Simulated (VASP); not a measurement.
# Ge2Sb2O (P4/mmm) in VASP: further runs

Runs on Ge2Sb2O. Level: PBE. Tasks: single point, relaxation of cell and atoms.

Everything below comes from runs of VASP 6.6.1. Logs are shortened: lines on timing, memory, paths and dates and some standing lists are left out, and cuts for length are marked.

## 1. The cell of the first run

The structure is tetragonal, space group P4/mmm (No. 123). The conventional cell has a = 3.064 Å, b = 3.064 Å, c = 11.253 Å, α = 90.00°, β = 90.00°, γ = 90.00°. Within 3.7 Å of Ge (site symmetry 4/mmm) lie 2 Sb at 2.80 Å and 4 Ge at 3.06 Å. Ge (site symmetry 4/mmm) has 4 O at 2.17 Å and 2 Sb at 2.82 Å within 2.9 Å. Within 3.7 Å of Sb (site symmetry 4mm) lie 2 Ge at 2.80 to 2.82 Å and 4 Sb at 3.06 Å and 4 O at 3.56 Å. O (site symmetry 4/mmm) has 4 Ge at 2.17 Å within 2.9 Å.

The cell was built from a structure type or drawn by symmetry, and may not be a known phase.

## 2. Single point, PBE

File INCAR:

```
PREC     = Accurate       # precision mode
ENCUT    = 600            # plane-wave cutoff, eV
EDIFF    = 1E-6           # SCF threshold, eV
ISMEAR   = 0              # smearing method
SIGMA    = 0.1            # smearing width, eV
LREAL    = False          # projectors in reciprocal space
LASPH    = True           # aspherical terms in the spheres
NELM     = 120            # most SCF steps
ALGO     = Normal         # electronic algorithm
ISIF     = 2              # what is computed and relaxed
LWAVE    = False          # write WAVECAR
LCHARG   = True           # write CHGCAR
GGA      = PE             # functional
LELF     = True           # ELF
LVHAR    = True         
NBANDS   = 30             # bands
GGA_COMPAT= False
```

File KPOINTS:

```
Automatic mesh
0
Gamma
  4 4 4
```

File POSCAR:

```
Ge2Sb2O
1.0
    3.0638052625      0.0000000000      0.0000000000
    0.0000000000      3.0638052625      0.0000000000
    0.0000000000      0.0000000000     11.2530714019
Ge Sb O
2 2 1
Direct
    0.5000000000      0.5000000000      0.5000000000
    0.5000000000      0.5000000000      0.0000000000
    0.5000000000      0.5000000000      0.7490593166
    0.5000000000      0.5000000000      0.2509406834
    0.0000000000      0.0000000000      0.0000000000
```

Potentials or basis: VASP PAW PBE potentials, release 64 (Ge_d, Sb, O).

The run is started by

```
cat potpaw_PBE.64/Ge_d/POTCAR potpaw_PBE.64/Sb/POTCAR potpaw_PBE.64/O/POTCAR > POTCAR
mpirun -np 1 vasp_std > vasp.out
```

OUTCAR:

```text
PREC = Accurate
   ENCUT = 600
   EDIFF = 1E-6
   ISMEAR = 0
   LREAL = False
   LASPH = True
   NELM = 120
   ISIF = 2
   GGA = PE

 ion  position               nearest neighbor table
   1  0.500  0.500  0.500-   3 2.80   4 2.80
   2  0.500  0.500  0.000-   5 2.17   5 2.17   5 2.17   5 2.17   3 2.82   4 2.82
   3  0.500  0.500  0.749-   1 2.80   2 2.82
   4  0.500  0.500  0.251-   1 2.80   2 2.82
   5  0.000  0.000  0.000-   2 2.17   2 2.17   2 2.17   2 2.17

  LATTYP: Found a simple tetragonal cell.
 ALAT       =     3.0638052625
 C/A-ratio  =     3.6729068716

  Lattice vectors:

 A1 = (   3.0638052625,   0.0000000000,   0.0000000000)
 A2 = (   0.0000000000,   3.0638052625,   0.0000000000)
 A3 = (   0.0000000000,   0.0000000000,  11.2530714019)

Analysis of symmetry for initial positions (statically):
=====================================================================
 Subroutine PRICEL returns:
 Original cell was already a primitive cell.

 Routine SETGRP: Setting up the symmetry group for a
 simple tetragonal supercell.

 Subroutine GETGRP returns: Found 16 space group operations
 (whereof 16 operations were pure point group operations)
 out of a pool of 16 trial point group operations.

The static configuration has the point symmetry D_4h.

Analysis of symmetry for dynamics (positions and initial velocities):
=====================================================================
 Subroutine PRICEL returns:
 Original cell was already a primitive cell.

 Routine SETGRP: Setting up the symmetry group for a
 simple tetragonal supercell.

 Subroutine GETGRP returns: Found 16 space group operations
 (whereof 16 operations were pure point group operations)
 out of a pool of 16 trial point group operations.

The dynamic configuration has the point symmetry D_4h.

 Subroutine INISYM returns: Found 16 space group operations
 (whereof 16 operations are pure point group operations),
 and found     1 'primitive' translations

----------------------------------------------------------------------------------------

                                     Primitive cell

  volume of cell :     105.6315

  direct lattice vectors                    reciprocal lattice vectors
     3.063805262  0.000000000  0.000000000     0.326391502  0.000000000  0.000000000
     0.000000000  3.063805262  0.000000000     0.000000000  0.326391502  0.000000000
     0.000000000  0.000000000 11.253071402     0.000000000  0.000000000  0.088864628

  length of vectors
     3.063805262  3.063805262 11.253071402     0.326391502  0.326391502  0.088864628

  position of ions in fractional coordinates (direct lattice)
     0.500000000  0.500000000  0.500000000
     0.500000000  0.500000000  0.000000000
     0.500000000  0.500000000  0.749059317
     0.500000000  0.500000000  0.250940683
     0.000000000  0.000000000  0.000000000

  ion indices of the primitive-cell ions
   primitive index   ion index
                 1           1
                 2           2
                 3           3
                 4           4
                 5           5

----------------------------------------------------------------------------------------

 KPOINTS: Automatic mesh

Automatic generation of k-mesh.
 Grid dimensions read from file:
 generate k-points for:    4    4    4

 Generating k-lattice:

  Cartesian coordinates                     Fractional coordinates (reciprocal lattice)
     0.081597875  0.000000000  0.000000000     0.250000000  0.000000000  0.000000000
     0.000000000  0.081597875  0.000000000     0.000000000  0.250000000  0.000000000
     0.000000000  0.000000000  0.022216157     0.000000000  0.000000000  0.250000000

  Length of vectors
     0.081597875  0.081597875  0.022216157

  Shift w.r.t. Gamma in fractional coordinates (k-lattice)
     0.000000000  0.000000000  0.000000000

 Subroutine IBZKPT returns following result:
 ===========================================

 Found     18 irreducible k-points:

 Following reciprocal coordinates:
            Coordinates               Weight
  0.000000  0.000000  0.000000      1.000000
  0.250000  0.000000  0.000000      4.000000
  0.500000  0.000000  0.000000      2.000000
  0.250000  0.250000  0.000000      4.000000
  0.500000  0.250000  0.000000      4.000000
  0.500000  0.500000  0.000000      1.000000
[... 10 lines left out ...]
  0.500000  0.250000  0.500000      4.000000
  0.500000  0.500000  0.500000      1.000000
   k-points           NKPTS =     18   k-points in BZ     NKDIM =     18   number of bands    NBANDS=     30
   number of dos      NEDOS =    301   number of ions     NIONS =      5
   total plane-waves  NPLWV =  51840
   dimension x,y,z NGX =    24 NGY =   24 NGZ =   90
   dimension x,y,z NGXF=    48 NGYF=   48 NGZF=  180
   ions per type =               2   2   1
   NGX,Y,Z   is equivalent  to a cutoff of  13.02, 13.02, 13.30 a.u.
   NGXF,Y,Z  is equivalent  to a cutoff of  26.05, 26.05, 26.59 a.u.
 SYSTEM =  unknown system
   PREC   = accura    normal or accurate (medium, high low for compatibility)
   ISTART =      0    job   : 0-new  1-cont  2-samecut
   ICHARG =      2    charge: 1-file 2-atom 10-const
   ISPIN  =      1    spin polarized calculation?
   LNONCOLLINEAR =      F non collinear calculations
   LSORBIT =      F    spin-orbit coupling
   LASPH  =      T    aspherical Exc in radial PAW
   ENCUT  =  600.0 eV  44.10 Ry    6.64 a.u.   6.12  6.12 22.48*2*pi/ulx,y,z
   NELM   =    120;   NELMIN=  2; NELMDL= -5     # of ELM steps
   EDIFF  = 0.1E-05   stopping-criterion for ELM
   LREAL  =      F    real-space projection
   EDIFFG = 0.1E-04   stopping-criterion for IOM
   NSW    =      0    number of steps for IOM
   IBRION =     -1    ionic relax: 0-MD 1-quasi-New 2-CG
   NFREE  =      0    steps in history (QN), initial steepest desc. (CG)
   ISIF   =      2    stress and relaxation
   ISYM   =      2    0-nonsym 1-usesym 2-fastsym
   POTIM  = 0.5000    time-step for ionic-motion
   TEBEG  =    0.0;   TEEND  =   0.0 temperature during run
   PSTRESS=    0.0 pullay stress
   NELECT =      44.0000    total number of electrons
   NUPDOWN=      -1.0000    fix difference up-down
   EMIN   =  10.00;   EMAX   =-10.00  energy-range for DOS
   EFERMI =   0.00;   METHOD = LEGACY
   ISMEAR =     0;   SIGMA  =   0.10  broadening in eV -4-tet -1-fermi 0-gaus
   EFERMI_NEDOS =   21; number of points for ismear=-14 and -15
   IALGO  =     38    algorithm
   IMIX   =      4    mixing-type and parameters
     AMIX     =   0.40;   BMIX     =  1.00
     AMIX_MAG =   1.60;   BMIX_MAG =  1.00
  volume/ion in A,a.u.               =      21.13       142.57
  Fermi-wavevector in a.u.,A,eV,Ry     =   1.222629  2.310433 20.338274  1.494821
  Thomas-Fermi vector in A             =   2.357769
   LORBIT       =      0    0 simple, 1 ext, 2 COOP (PROOUT), +10 PAW based schemes
   GGA     = PE    functional components
   LHFCALC =     F    Hartree Fock is set to
   AEXX    =    0.0000 exact exchange contribution
   IVDW    =     0    specifies the selected vdW correction
   LEPSILON=     F    determine dielectric tensor
   LRPA    =     F    only Hartree local field effects (RPA)
 non-spin polarized calculation
 Gauss-broadening in eV      SIGMA  =   0.10
  energy-cutoff  :      600.00
  volume of cell :      105.63
 maximum number of plane-waves:      3576
   NGX = 13   NGY = 13   NGZ = 45

 number of electron      43.9999999 magnetization

 Free energy of the ion-electron system (eV)
  ---------------------------------------------------
  ext. energy  EPLUGINS =         0.00000000
  ---------------------------------------------------
  free energy    TOTEN  =       -22.60517444 eV

  energy without entropy =      -22.58488687  energy(sigma->0) =      -22.59503065

 E-fermi :   6.2702     XC(G=0): -10.2863

 val. band max:        6.2310418891   @ k =   0.2500   0.2500   0.5000
 cond. band min:       6.3130270134   @ k =   0.2500   0.2500   0.5000
 fundamental gap:      0.0819851243
 Fermi energy:         6.2702015183

 k-point     1 :       0.0000    0.0000    0.0000
  band No.  band energies     occupation
      1     -18.5273      2.00000
      2     -18.4596      2.00000
      3     -18.4436      2.00000
      4     -18.3838      2.00000
      5     -18.3838      2.00000
      6     -18.2113      2.00000
[... 22 lines left out ...]
     29      13.6697      0.00000
     30      14.5069      0.00000

 k-point     2 :       0.2500    0.0000    0.0000
  band No.  band energies     occupation
      1     -18.5059      2.00000
      2     -18.4649      2.00000
      3     -18.4233      2.00000
      4     -18.3970      2.00000
      5     -18.3827      2.00000
      6     -18.1947      2.00000
[... 22 lines left out ...]
     29      12.8085      0.00000
     30      14.0156      0.00000

 k-point     3 :       0.5000    0.0000    0.0000
  band No.  band energies     occupation
      1     -18.4898      2.00000
      2     -18.4859      2.00000
      3     -18.4102      2.00000
      4     -18.3826      2.00000
      5     -18.3815      2.00000
      6     -18.1895      2.00000
[... 22 lines left out ...]
     29      13.0777      0.00000
     30      13.3479      0.00000

 k-point     4 :       0.2500    0.2500    0.0000
  band No.  band energies     occupation
      1     -18.5109      2.00000
      2     -18.4741      2.00000
      3     -18.4029      2.00000
      4     -18.3960      2.00000
      5     -18.3945      2.00000
      6     -18.1625      2.00000
[... 418 lines left out ...]
     29      11.9605      0.00000
     30      12.6497      0.00000

 k-point    17 :       0.5000    0.2500    0.5000
  band No.  band energies     occupation
      1     -18.5516      2.00000
      2     -18.4511      2.00000
      3     -18.4077      2.00000
      4     -18.3934      2.00000
      5     -18.3781      2.00000
      6     -18.1661      2.00000
[... 22 lines left out ...]
     29      12.2450      0.00000
     30      12.2491      0.00000

 k-point    18 :       0.5000    0.5000    0.5000
  band No.  band energies     occupation
      1     -18.6140      2.00000
      2     -18.4166      2.00000
      3     -18.4052      2.00000
      4     -18.4052      2.00000
      5     -18.3694      2.00000
      6     -18.1787      2.00000
[... 22 lines left out ...]
     29      12.0125      0.00000
     30      12.0690      0.00000

------------------------ aborting loop because EDIFF is reached ----------------------------------------

  FORCE on cell =-STRESS in cart. coord.  units (eV):
  Direction    XX          YY          ZZ          XY          YZ          ZX
  --------------------------------------------------------------------------------------
  -------------------------------------------------------------------------------------
  Total        0.0197802      0.0197802      0.0925422      0.0000000      0.0000000     -0.0000000
  in kB        0.3000190      0.3000190      1.4036439      0.0000000      0.0000000     -0.0000000
  external PRESSURE =       0.6678940 kB  Pullay stress =       0.0000000 kB

 VOLUME and BASIS-vectors are now :
 -----------------------------------------------------------------------------
  energy-cutoff  :      600.00
  volume of cell :      105.63
      direct lattice vectors                 reciprocal lattice vectors
     3.063805262  0.000000000  0.000000000     0.326391502  0.000000000  0.000000000
     0.000000000  3.063805262  0.000000000     0.000000000  0.326391502  0.000000000
     0.000000000  0.000000000 11.253071402     0.000000000  0.000000000  0.088864628

 POSITION                                       TOTAL-FORCE (eV/Angst)
 -----------------------------------------------------------------------------------
      1.53190      1.53190      5.62654        -0.000000     -0.000000      0.000000
      1.53190      1.53190      0.00000        -0.000000     -0.000000      0.000000
      1.53190      1.53190      8.42922        -0.000000      0.000000      0.000031
      1.53190      1.53190      2.82385         0.000000     -0.000000     -0.000031
      0.00000      0.00000      0.00000        -0.000000     -0.000000      0.000000
 -----------------------------------------------------------------------------------
    total drift:                                0.000000     -0.000000     -0.000000

  FREE ENERGIE OF THE ION-ELECTRON SYSTEM (eV)
  ---------------------------------------------------
  free  energy   TOTEN  =       -22.6051744378 eV

  energy  without entropy=      -22.5848868660  energy(sigma->0) =      -22.59503065
```

It took 31 s on 1 thread of Intel Xeon 6975P-C (Granite Rapids), shared host; peak memory 0.26 GiB.

What came out:

| Quantity | Value |
| --- | --- |
| Free energy | -22.6052 eV |
| Pressure | 0.1 GPa |
| Band gap on the k mesh | zero (bands 22 and 23 overlap by 5.41 eV) |

Caveat: the k points lie up to 0.51 Å⁻¹ apart, too coarse for converged energies and pressures of a metal; spin-orbit coupling is left out, which moves the levels of the heavy elements.

## 3. Single point, PBE

This run uses another cell than the first one, of 22.93 Å³/atom.

File INCAR:

```
ALGO = Normal
EDIFF = 1E-6
ENCUT = 600
GGA = PE
GGA_COMPAT = False
ISIF = 2
ISMEAR = 0
LASPH = True
LCHARG = False
LREAL = False
LWAVE = False
NBANDS = 30
NELM = 120
PREC = Accurate
SIGMA = 0.1
```

File KPOINTS:

```
k-points
0
Gamma
  4 4 4
```

File POSCAR:

```
Ge2Sb2O
1.0
    3.9731075300      0.0000000000      0.0000000000
    0.0000000000      3.9731075300      0.0000000000
    0.0000000000      0.0000000000      7.2640877000
Ge Sb O
2 2 1
Direct
    0.5000000000      0.5000000000      0.5000000000
    0.5000000000      0.5000000000      0.0000000000
    0.5000000000      0.5000000000      0.7624685800
    0.5000000000      0.5000000000      0.2375314200
    0.0000000000      0.0000000000      0.0000000000
```

Potentials or basis: VASP PAW PBE potentials, release 64 (Ge_d, Sb, O).

The run is started by

```
cat potpaw_PBE.64/Ge_d/POTCAR potpaw_PBE.64/Sb/POTCAR potpaw_PBE.64/O/POTCAR > POTCAR
mpirun -np 1 vasp_std > vasp.out
```

It took 37 s on 1 thread of Intel Xeon 6975P-C (Granite Rapids), shared host; peak memory 0.27 GiB.

The run converged. Its results:

```yaml
Free_energy: 9.3189 eV
Pressure: 91.4 GPa
Largest_force: 21.214 eV/Å
```

Forces on the atoms (eV/Å):
```
Ge    0.000   0.000   0.000
Ge    0.000   0.000   0.000
Sb    0.000   0.000 -21.214
Sb    0.000   0.000  21.214
O     0.000   0.000   0.000
```

Stress tensor (GPa, compression positive):
```
 -2.71   0.00   0.00
  0.00  -2.71   0.00
  0.00   0.00 279.66
```

Levels at points of the mesh, in eV from the Fermi level:
| k point | band 20 | band 21 | band 22 | band 23 | band 24 | band 25 |
| --- | --- | --- | --- | --- | --- | --- |
| (0.00, 0.00, 0.00) | -0.90 | -0.14 | -0.14 | 0.39 | 1.25 | 1.25 |
| (0.50, 0.00, 0.00) | -1.28 | -1.24 | -0.07 | 0.22 | 0.47 | 1.18 |
| (0.50, 0.50, 0.00) | -2.35 | -2.35 | -1.16 | 1.11 | 1.11 | 1.82 |
| (0.00, 0.00, 0.50) | -0.92 | -0.04 | -0.04 | 3.50 | 3.75 | 3.75 |
| (0.50, 0.00, 0.50) | -1.28 | -1.21 | -1.15 | 1.68 | 2.05 | 4.12 |
| (0.50, 0.50, 0.50) | -1.19 | -0.32 | -0.32 | 1.59 | 1.59 | 3.02 |

Caveat: the k points lie up to 0.40 Å⁻¹ apart; atoms lie so close that the PAW spheres overlap strongly, which falsifies energies and pressures; spin-orbit coupling is left out, which moves the levels of the heavy elements; forces of over 1 eV/Å act on the atoms, so gaps and moduli don't describe the material at rest.

## 4. Single point, PBE

This run uses another cell than the first one, of 21.50 Å³/atom.

File INCAR:

```
  PREC = Accurate
  ENCUT = 600
  EDIFF = 1E-6
  ISMEAR = 0
  SIGMA = 0.1
  LREAL = False
  LASPH = True
  NELM = 120
  ALGO = Normal
  ISIF = 2
  LWAVE = False
  LCHARG = False
  GGA = PE
  NBANDS = 30
  GGA_COMPAT = False
```

File KPOINTS:

```
Automatic mesh
0
Gamma
  6 6 2
```

File POSCAR:

```
Ge2Sb2O
1.0
    3.0310803226      0.0000000000      0.0000000000
    0.0000000000      3.0310803226      0.0000000000
    0.0000000000      0.0000000000     11.7020448788
Ge Sb O
2 2 1
Direct
    0.5000000000      0.5000000000      0.5000000000
    0.5000000000      0.5000000000      0.0000000000
    0.5000000000      0.5000000000      0.7531950131
    0.5000000000      0.5000000000      0.2468049869
    0.0000000000      0.0000000000      0.0000000000
```

The run is started by

```
cat potpaw_PBE.64/Ge_d/POTCAR potpaw_PBE.64/Sb/POTCAR potpaw_PBE.64/O/POTCAR > POTCAR
mpirun -np 1 vasp_std > vasp.out
```

It took 37 s on 1 thread of Intel Xeon 6975P-C (Granite Rapids), shared host; peak memory 0.26 GiB.

The run converged. Its results:

* Free energy: -23.2451 eV
* Pressure: 0.0 GPa
* Largest force: 0.007 eV/Å
* Band gap on the k mesh: zero (bands 22 and 23 overlap by 5.33 eV)

Forces on the atoms (eV/Å):
```
Ge   0.000  0.000  0.000
Ge   0.000  0.000  0.000
Sb   0.000  0.000  0.007
Sb   0.000  0.000 -0.007
O    0.000  0.000  0.000
```

Levels at points of the mesh, in eV from the Fermi level:
```csv
k point,band 20,band 21,band 22,band 23,band 24,band 25
"(0.00, 0.00, 0.00)",-0.92,1.27,4.31,4.31,4.60,4.60
"(0.50, 0.00, 0.00)",-3.02,-2.57,-0.39,1.59,1.61,2.60
"(0.50, 0.50, 0.00)",-2.83,-2.75,-2.75,-1.03,-0.49,-0.49
"(0.00, 0.00, 0.50)",-1.15,2.61,3.89,4.30,4.30,4.61
"(0.50, 0.00, 0.50)",-2.30,-1.99,-1.71,1.34,1.41,4.27
"(0.50, 0.50, 0.50)",-2.89,-2.64,-2.64,-0.52,-0.52,0.52
```

Caveat: spin-orbit coupling is left out, which moves the levels of the heavy elements.

[end of part 1 of 2]
